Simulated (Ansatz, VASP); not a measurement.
# Two plane-wave programs on Al

```
Al
1.0
     3.98195    1.98599   -1.98599
     1.99098    3.98562    1.99963
     4.04714   -2.05118    2.05118
Al
6
Direct
  0.50000 0.00000 0.50000
  0.83333 0.33333 0.50000
  0.00000 0.00000 0.00000
  0.33333 0.33333 0.00000
  0.66667 0.66667 0.00000
  0.16667 0.66667 0.50000
```

Alike in both runs: functional PBEsol; k mesh 8 × 8 × 8; occupations gaussian, width 0.1 eV; no spin polarisation.

Ansatz relaxed the structure, and its values are those at the end. VASP's run is a single point on that final structure, the one shown.

|  | VASP | Ansatz |
| --- | --- | --- |
| version | VASP 6.6.1 | Ansatz 0.2.0 |
| potentials or method | VASP PAW PBE potentials, release 64 (Al), cutoff 500 eV | scalar-relativistic, plane waves, PAW |
| valence electrons in the cell | 18 | 18 |

Ansatz gave:

* gap on the k mesh at the Fermi level (eV): none
* pressure (GPa): 0.0

Question: Estimate VASP's values.

Answer: gap on the k mesh at the Fermi level (eV): none; pressure (GPa): 0.1.

VASP's potentials were made for PBE, not for PBEsol. A gap of «none» marks a metal or a gap that the smearing closes.
